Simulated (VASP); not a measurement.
# HfSiO4 (I4_1/amd) in VASP: notebook

The runs below take HfSiO4 through single point, with PBE.

Everything below comes from runs of VASP 6.6.1. Logs are shortened: lines on timing, memory, paths and dates and some standing lists are left out, and cuts for length are marked.

### 1 The cell of the first run

It takes space group I4_1/amd (No. 141, tetragonal). The conventional cell has a = 6.573 Å, b = 6.573 Å, c = 5.963 Å, α = 90.00°, β = 90.00°, γ = 90.00°. Hf (site symmetry -4m2) has 8 O at 2.11 to 2.26 Å within 2.8 Å. Si (site symmetry -4m2) has 4 O at 1.62 Å within 2.2 Å. O (site symmetry m) has 1 Si at 1.62 Å and 2 Hf at 2.11 to 2.26 Å within 2.3 Å.

### 2 Single point, PBE

Contents of INCAR:

```
ALGO     = Normal         # electronic algorithm
EDIFF    = 1E-6           # SCF threshold, eV
ENCUT    = 520            # plane-wave cutoff, eV
GGA      = PE             # functional
ISIF     = 2              # what is computed and relaxed
ISMEAR   = 0              # smearing method
LASPH    = T              # aspherical terms in the spheres
LCHARG   = F              # write CHGCAR
LREAL    = F              # projectors in reciprocal space
LWAVE    = F              # write WAVECAR
NBANDS   = 50             # bands
NELM     = 80             # most SCF steps
PREC     = Accurate       # precision mode
SIGMA    = 0.1            # smearing width, eV
```

Contents of KPOINTS:

```
k-points
0
Gamma
  4 4 4
```

Contents of POSCAR:

```
HfSiO4
1.0
   -3.2862501100      3.2862501100      2.9816000500
    3.2862501100     -3.2862501100      2.9816000500
    3.2862501100      3.2862501100     -2.9816000500
Hf Si O
2 2 8
Direct
    0.7500000000      0.2500000000      0.5000000000
    0.0000000000      0.0000000000      0.0000000000
    0.2500000000      0.7500000000      0.5000000000
    0.5000000000      0.5000000000      0.0000000000
    0.1353000000      0.3197999800      0.8155000100
    0.0697999800      0.7542999700      0.6844999900
    0.5042999700      0.3197999800      0.1844999900
    0.0697999800      0.3853000000      0.3155000100
    0.6147000000      0.9302000200      0.6844999900
    0.6802000200      0.8647000000      0.1844999900
    0.2457000300      0.9302000200      0.3155000100
    0.6802000200      0.4957000300      0.8155000100
```

Potentials or basis: VASP PAW PBE potentials, release 64 (Hf_pv, Si, O).

Run with:

```console
cat potpaw_PBE.64/Hf_pv/POTCAR potpaw_PBE.64/Si/POTCAR potpaw_PBE.64/O/POTCAR > POTCAR
mpirun -np 1 vasp_std > vasp.out
```

OUTCAR:

```text
EDIFF = 1E-6
   ENCUT = 520
   GGA = PE
   ISIF = 2
   ISMEAR = 0
   LASPH = T
   LREAL = F
   NELM = 80
   PREC = Accurate

 ion  position               nearest neighbor table
   1  0.750  0.250  0.500-   7 2.11  12 2.11  10 2.11   5 2.11   6 2.26  11 2.26   9 2.26   8 2.26
                             3 2.98   3 2.98   2 3.61   2 3.61   2 3.61   2 3.61
   2  0.000  0.000  0.000-   6 2.11  11 2.11   9 2.11   8 2.11   7 2.26  12 2.26   5 2.26  10 2.26
                             4 2.98   4 2.98   1 3.61   1 3.61   1 3.61   1 3.61
   3  0.250  0.750  0.500-   8 1.62   9 1.62   6 1.62  11 1.62   1 2.98   1 2.98
   4  0.500  0.500  0.000-   5 1.62  10 1.62   7 1.62  12 1.62   2 2.98   2 2.98
   5  0.135  0.320  0.816-   4 1.62   1 2.11   2 2.26
   6  0.070  0.754  0.684-   3 1.62   2 2.11   1 2.26
   7  0.504  0.320  0.184-   4 1.62   1 2.11   2 2.26
   8  0.070  0.385  0.316-   3 1.62   2 2.11   1 2.26
   9  0.615  0.930  0.684-   3 1.62   2 2.11   1 2.26
  10  0.680  0.865  0.184-   4 1.62   1 2.11   2 2.26
  11  0.246  0.930  0.316-   3 1.62   2 2.11   1 2.26
  12  0.680  0.496  0.816-   4 1.62   1 2.11   2 2.26

  LATTYP: Found a body centered tetragonal cell.
 ALAT       =     6.5725002200
 C/A-ratio  =     0.9072955345

  Lattice vectors:

 A1 = (  -3.2862501100,   3.2862501100,   2.9816000500)
 A2 = (   3.2862501100,  -3.2862501100,   2.9816000500)
 A3 = (   3.2862501100,   3.2862501100,  -2.9816000500)

Analysis of symmetry for initial positions (statically):
=====================================================================
 Subroutine PRICEL returns:
 Original cell was already a primitive cell.

 Routine SETGRP: Setting up the symmetry group for a
 body centered tetragonal supercell.

 Subroutine GETGRP returns: Found 16 space group operations
 (whereof  8 operations were pure point group operations)
 out of a pool of 16 trial point group operations.

The static configuration has the point symmetry D_2d.
 The point group associated with its full space group is D_4h.

Analysis of symmetry for dynamics (positions and initial velocities):
=====================================================================
 Subroutine PRICEL returns:
 Original cell was already a primitive cell.

 Routine SETGRP: Setting up the symmetry group for a
 body centered tetragonal supercell.

 Subroutine GETGRP returns: Found 16 space group operations
[... 122 lines left out ...]
   PSTRESS=    0.0 pullay stress
   NELECT =      76.0000    total number of electrons
   NUPDOWN=      -1.0000    fix difference up-down
   EMIN   =  10.00;   EMAX   =-10.00  energy-range for DOS
   EFERMI =   0.00;   METHOD = LEGACY
   ISMEAR =     0;   SIGMA  =   0.10  broadening in eV -4-tet -1-fermi 0-gaus
   EFERMI_NEDOS =   21; number of points for ismear=-14 and -15
   IALGO  =     38    algorithm
   IMIX   =      4    mixing-type and parameters
     AMIX     =   0.40;   BMIX     =  1.00
     AMIX_MAG =   1.60;   BMIX_MAG =  1.00
  volume/ion in A,a.u.               =      10.73        72.43
  Fermi-wavevector in a.u.,A,eV,Ry     =   1.373122  2.594825 25.653300  1.885464
  Thomas-Fermi vector in A             =   2.498668
   LORBIT       =      0    0 simple, 1 ext, 2 COOP (PROOUT), +10 PAW based schemes
   GGA     = PE    functional components
   LHFCALC =     F    Hartree Fock is set to
   AEXX    =    0.0000 exact exchange contribution
   IVDW    =     0    specifies the selected vdW correction
   LEPSILON=     F    determine dielectric tensor
   LRPA    =     F    only Hartree local field effects (RPA)
 non-spin polarized calculation
 Gauss-broadening in eV      SIGMA  =   0.10
  energy-cutoff  :      520.00
  volume of cell :      128.80
 maximum number of plane-waves:      3488
 NGX is ok and might be reduce to    42
   NGX = 21   NGY = 21   NGZ = 21

 number of electron      76.0000001 magnetization

 Free energy of the ion-electron system (eV)
  ---------------------------------------------------
  ext. energy  EPLUGINS =         0.00000000
  ---------------------------------------------------
  free energy    TOTEN  =      -108.59745718 eV

  energy without entropy =     -108.59745718  energy(sigma->0) =     -108.59745718

 E-fermi :   3.7614     XC(G=0): -11.0933

 val. band max:        3.3100883543   @ k =   0.0000   0.0000   0.0000
 cond. band min:       8.7235281612   @ k =   0.2500   0.2500   0.2500
 fundamental gap:      5.4134398069
 Fermi energy:         3.7614203108

 k-point     1 :       0.0000    0.0000    0.0000
  band No.  band energies     occupation
      1     -26.0214      2.00000
      2     -26.0214      2.00000
      3     -25.9506      2.00000
      4     -25.9386      2.00000
      5     -25.8433      2.00000
      6     -25.8433      2.00000
[... 678 lines left out ...]
     49      12.9699      0.00000
     50      12.9699      0.00000

------------------------ aborting loop because EDIFF is reached ----------------------------------------

  FORCE on cell =-STRESS in cart. coord.  units (eV):
  Direction    XX          YY          ZZ          XY          YZ          ZX
  --------------------------------------------------------------------------------------
  -------------------------------------------------------------------------------------
  Total        4.3595552      4.3595552      5.2896283      0.0000000      0.0000000      0.0000000
  in kB       54.2303189     54.2303189     65.7998849      0.0000000      0.0000000      0.0000000
  external PRESSURE =      58.0868409 kB  Pullay stress =       0.0000000 kB

 VOLUME and BASIS-vectors are now :
 -----------------------------------------------------------------------------
  energy-cutoff  :      520.00
  volume of cell :      128.80
      direct lattice vectors                 reciprocal lattice vectors
    -3.286250110  3.286250110  2.981600050     0.000000000  0.152149101  0.167695194
     3.286250110 -3.286250110  2.981600050     0.152149101  0.000000000  0.167695194
     3.286250110  3.286250110 -2.981600050     0.152149101  0.152149101  0.000000000

 POSITION                                       TOTAL-FORCE (eV/Angst)
 -----------------------------------------------------------------------------------
      0.00000      3.28625      1.49080         0.000000     -0.000000      0.000000
      0.00000      0.00000      0.00000         0.000000     -0.000000      0.000000
      3.28625      0.00000      1.49080         0.000000     -0.000000      0.000000
      0.00000      0.00000      2.98160         0.000000     -0.000000      0.000000
      3.28625      2.07362     -1.07457         0.000000     -0.410018     -0.336134
      4.49888      0.00000      0.41623         0.410018     -0.000000     -0.336134
      0.00000      1.21263      1.90703         0.000000      0.410018     -0.336134
      2.07362     -0.00000      0.41623        -0.410018     -0.000000     -0.336134
      3.28625      1.21263      2.56537         0.000000      0.410018      0.336134
      1.21263      0.00000      4.05617         0.410018      0.000000      0.336134
      3.28625     -1.21263      2.56537         0.000000     -0.410018      0.336134
      2.07362      3.28625      1.07457        -0.410018     -0.000000      0.336134
 -----------------------------------------------------------------------------------
    total drift:                                0.000000      0.000000     -0.000000

  FREE ENERGIE OF THE ION-ELECTRON SYSTEM (eV)
  ---------------------------------------------------
  free  energy   TOTEN  =      -108.5974571810 eV

  energy  without entropy=     -108.5974571810  energy(sigma->0) =     -108.59745718
```

Wall time 75 s (1 thread of Intel Xeon Platinum 8488C (Sapphire Rapids), shared host); peak memory 0.28 GiB.

What came out:

| Quantity | Value |
| --- | --- |
| Free energy | -108.5975 eV |
| Pressure | 5.8 GPa |
| Largest force | 0.530 eV/Å |
| Band gap on the k mesh | 5.41 eV (least direct gap 5.79 eV) |

Forces on the atoms (eV/Å):
```
Hf   0.000  0.000  0.000
Hf   0.000  0.000  0.000
Si   0.000  0.000  0.000
Si   0.000  0.000  0.000
O    0.000 -0.410 -0.336
O    0.410  0.000 -0.336
O    0.000  0.410 -0.336
O   -0.410  0.000 -0.336
O    0.000  0.410  0.336
O    0.410  0.000  0.336
O    0.000 -0.410  0.336
O   -0.410  0.000  0.336
```

Stress tensor (GPa, compression positive):
```
5.42 0.00 0.00
0.00 5.42 0.00
0.00 0.00 6.58
```

Caveat: the cell stands under pressure; spin-orbit coupling is left out, which moves the levels of the heavy elements.

### 3 Single point, PBE

This run uses another cell than the first one, of 11.06 Å³/atom.

Contents of INCAR:

```
SYSTEM = HfSiO4
PREC = Accurate ; ENCUT = 520
EDIFF = 1E-6 ; ISMEAR = 0
SIGMA = 0.1 ; LREAL = .False.
LASPH = .True. ; NELM = 60
ALGO = Normal ; ISIF = 2
LWAVE = .False. ; LCHARG = .False.
GGA = PE ; NBANDS = 50
```

Contents of KPOINTS:

```
regular mesh
0
Gamma
  4 4 4
  0 0 0
```

Contents of POSCAR:

```
HfSiO4
1.0
   -3.3218043007      3.3218043007      3.0079198038
    3.3218043007     -3.3218043007      3.0079198038
    3.3218043007      3.3218043007     -3.0079198038
Hf Si O
2 2 8
Direct
    0.7500000000      0.2500000000      0.5000000000
    0.0000000000      0.0000000000      0.0000000000
    0.2500000000      0.7500000000      0.5000000000
    0.5000000000      0.5000000000      0.0000000000
    0.1347412630      0.3190613065      0.8156799565
    0.0690613065      0.7533813500      0.6843200435
    0.5033813500      0.3190613065      0.1843200435
    0.0690613065      0.3847412630      0.3156799565
    0.6152587370      0.9309386935      0.6843200435
    0.6809386935      0.8652587370      0.1843200435
    0.2466186500      0.9309386935      0.3156799565
    0.6809386935      0.4966186500      0.8156799565
```

Potentials or basis: VASP PAW PBE potentials, release 64 (Hf_pv, Si, O).

Run with:

```console
cat potpaw_PBE.64/Hf_pv/POTCAR potpaw_PBE.64/Si/POTCAR potpaw_PBE.64/O/POTCAR > POTCAR
mpirun -np 1 vasp_std > vasp.out
```

Run time: 78 s. Hardware: 1 thread of Intel Xeon Platinum 8488C (Sapphire Rapids), shared host; peak memory 0.29 GiB.

The run converged. Its results:

| Property | Result |
| --- | --- |
| Free energy | -108.6586 eV |
| Pressure | -1.6 GPa |
| Largest force | 0.179 eV/Å |
| Band gap on the k mesh | 5.27 eV (least direct gap 5.60 eV) |

Forces on the atoms (eV/Å):
```
Hf   0.000  0.000  0.000
Hf   0.000  0.000  0.000
Si   0.000  0.000  0.000
Si   0.000  0.000  0.000
O    0.000 -0.116 -0.137
O    0.116  0.000 -0.137
O    0.000  0.116 -0.137
O   -0.116  0.000 -0.137
O    0.000  0.116  0.137
O    0.116  0.000  0.137
O    0.000 -0.116  0.137
O   -0.116  0.000  0.137
```

Stress tensor (GPa, compression positive):
```
-1.66  0.00  0.00
 0.00 -1.66  0.00
 0.00  0.00 -1.41
```

Levels at points of the mesh, in eV from the valence-band top:
```
           k point  band 34  band 35  band 36  band 37  band 38  band 39  band 40  band 41  band 42  band 43
(0.00, 0.00, 0.00)    -0.69    -0.60    -0.60    -0.53     0.00     5.60     5.91     5.96     6.04     6.04
(0.50, 0.00, 0.00)    -1.11    -0.95    -0.80    -0.24    -0.22     5.51     5.66     6.38     6.54     6.65
(0.50, 0.50, 0.00)    -0.97    -0.89    -0.89    -0.58    -0.58     5.28     5.28     6.34     6.34     6.35
(0.50, 0.50, 0.50)    -1.29    -1.07    -1.07    -0.89    -0.89     6.06     6.06     6.38     6.38     6.53
```

Caveat: spin-orbit coupling is left out, which moves the levels of the heavy elements.

### 4 Single point, PBE

This run uses another cell than the first one, of 11.07 Å³/atom.

Contents of INCAR:

```
PREC = Accurate ; ENCUT = 520
EDIFF = 1E-6 ; ISMEAR = 0
SIGMA = 0.1 ; LREAL = F
LASPH = T ; NELM = 100
ALGO = Normal ; ISIF = 2
LWAVE = F ; LCHARG = F
GGA = PE ; NBANDS = 50
```

Contents of KPOINTS:

```
Automatic mesh
0
Gamma
  4 4 4
```

Contents of POSCAR:

```
HfSiO4
1.0
   -3.3228000747      3.3228000747      3.0071038838
    3.3228000747     -3.3228000747      3.0071038838
    3.3228000747      3.3228000747     -3.0071038838
Hf Si O
2 2 8
Direct
    0.7500000000      0.2500000000      0.5000000000
    0.0000000000      0.0000000000      0.0000000000
    0.2500000000      0.7500000000      0.5000000000
    0.5000000000      0.5000000000      0.0000000000
    0.1347400148      0.3189254326      0.8158145823
    0.0689254326      0.7531108503      0.6841854177
    0.5031108503      0.3189254326      0.1841854177
    0.0689254326      0.3847400148      0.3158145823
    0.6152599852      0.9310745674      0.6841854177
    0.6810745674      0.8652599852      0.1841854177
    0.2468891497      0.9310745674      0.3158145823
    0.6810745674      0.4968891497      0.8158145823
```

Run with:

```console
cat potpaw_PBE.64/Hf_pv/POTCAR potpaw_PBE.64/Si/POTCAR potpaw_PBE.64/O/POTCAR > POTCAR
mpirun -np 1 vasp_std > vasp.out
```

Run time: 82 s. Hardware: 1 thread of Intel Xeon Platinum 8488C (Sapphire Rapids), shared host; peak memory 0.29 GiB.

It converged, with:

```
Free energy            : -108.6580 eV
Pressure               : -1.6 GPa
Largest force          : 0.186 eV/Å
Band gap on the k mesh : 5.27 eV (least direct gap 5.60 eV)
```

Forces in eV/Å, atoms in the order of the input:
```
Hf   0.000  0.000  0.000
Hf   0.000  0.000  0.000
Si   0.000  0.000  0.000
Si   0.000  0.000  0.000
O    0.000 -0.129 -0.134
O    0.129  0.000 -0.134
O    0.000  0.129 -0.134
O   -0.129  0.000 -0.134
O    0.000  0.129  0.134
O    0.129  0.000  0.134
O    0.000 -0.129  0.134
O   -0.129  0.000  0.134
```

Stress tensor (GPa, compression positive):
```
-1.71  0.00  0.00
 0.00 -1.71  0.00
 0.00  0.00 -1.37
```

Levels at points of the mesh, in eV from the valence-band top:
```tsv
k point	band 36	band 37	band 38	band 39	band 40	band 41
(0.00, 0.00, 0.00)	-0.60	-0.53	0.00	5.60	5.91	5.96
(0.50, 0.00, 0.00)	-0.80	-0.24	-0.22	5.50	5.66	6.39
(0.50, 0.50, 0.00)	-0.89	-0.58	-0.58	5.28	5.28	6.35
(0.50, 0.50, 0.50)	-1.07	-0.89	-0.89	6.06	6.06	6.38
```

Caveat: spin-orbit coupling is left out, which moves the levels of the heavy elements.

### 5 The runs side by side

```csv
cell,gap on the mesh (eV),pressure (GPa),largest force (eV/Å)
"a = 5.522 Å, angles 107.0, 107.0, 114.6°, 12 atoms",5.41,5.8,0.53
"a = 5.578 Å, angles 106.9, 106.9, 114.7°, 12 atoms",5.27,-1.6,0.18
"a = 5.579 Å, angles 106.9, 106.9, 114.8°, 12 atoms",5.27,-1.6,0.19
```

Alike in all rows: task single point; level PBE; potentials or basis VASP PAW PBE potentials, release 64 (Hf_pv, Si, O); no spin polarisation; k mesh 4 × 4 × 4; cutoff (eV) 520; smearing gaussian 0.1 eV.

Caveats: spin-orbit coupling is left out, which moves the levels of the heavy elements; the cell stands under pressure (at least some runs).

Absolute energies hang on the potentials; compare differences alone.
